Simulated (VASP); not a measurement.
Runs of VASP 6.6.1 on Ni. The structure is that of space group Fm-3m (No. 225), or close to it. The cells are those of the table. 

```csv
fixed moment (μB),cell,pressure (GPa),moment (μB)
0.5,"a = 2.421 Å, angles 60.0°, 1 atom",-0.5,0.50
0.375,"a = 2.559 Å, angles 60.0°, 1 atom",-28.3,0.37
0.75,"a = 2.421 Å, angles 60.0°, 1 atom",1.0,0.75
0.5,"a = 2.372 Å, angles 60.0°, 1 atom",17.6,0.50
0.875,"a = 2.320 Å, angles 60.0°, 1 atom",47.5,0.87
0.375,"a = 2.372 Å, angles 60.0°, 1 atom",(b),0.38
0.75,"a = 2.372 Å, angles 60.0°, 1 atom",19.4,0.75
0.625,"a = 2.372 Å, angles 60.0°, 1 atom",18.4,0.63
0.875,"a = 2.372 Å, angles 60.0°, 1 atom",21.0,0.88
0.375,"a = 2.320 Å, angles 60.0°, 1 atom",43.1,0.38
0.625,"a = 2.559 Å, angles 60.0°, 1 atom",(c),0.62
0.125,"a = 2.372 Å, angles 60.0°, 1 atom",(a),0.12
```

Alike in all rows: task single point; level LDA; potentials or basis VASP PAW LDA potentials, release 64 (Ni); spin collinear, ferromagnetic start; k mesh 24 × 24 × 24; cutoff (eV) 520; smearing gaussian 0.15 eV.

**Question.** Estimate the missing entries.

**Answer.** (a) 16.9; (b) 17.2; (c) -27.8.

Caveats: the total moment is fixed, so each spin has its own Fermi level.
